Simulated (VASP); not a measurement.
The system is CoSn.

```
CELL_PARAMETERS angstrom
5.24604 0.00000 0.00000
-2.62302 4.54320 0.00000
0.00000 0.00000 4.18759
ATOMIC_POSITIONS crystal
Sn 0.00000 0.00000 0.00000
Sn 0.33333 0.66667 0.50000
Sn 0.66667 0.33333 0.50000
Co 0.50000 0.00000 0.00000
Co 0.50000 0.50000 0.00000
Co 0.00000 0.50000 0.00000
```

Base run:

```yaml
Program: VASP 6.6.1
Functional: PBEsol
Potentials_or_basis: VASP PAW PBE potentials, release 64 (Sn_d, Co)
Cutoff: 520 eV
k_mesh: 5 × 5 × 6
Occupations: fermi-dirac, width 0.05 eV
Spin: collinear spin, ferromagnetic start
Starting_moments: "[0.0, 0.0, 0.0, 3.0, 3.0, 3.0] μB"
Fixed_moment: 9 μB
```

Its results: pressure 18.3 GPa; site moments Sn +0.48, +0.39 (each value once); Co +2.26 μB.

**Question.** The run is repeated on the same cell with these changes: fixed moment from 9 μB to 7.5 μB; moments at the start from [0.0, 0.0, 0.0, 3.0, 3.0, 3.0] to [0.0, 0.0, 0.0, 2.5, 2.5, 2.5]. What comes out?

**Answer.** Pressure 12.2 GPa; site moments Sn +0.34, +0.24 (each value once); Co +1.99 μB.

Caveats: the PAW data sets were made with another functional, which shifts forces and pressure a little; the total moment is fixed, so each spin has its own Fermi level and the state may be an excited one; the stress differs along the axes, from 15 to 26 GPa (at least some runs); the stress differs along the axes, from 9 to 18 GPa (at least some runs).
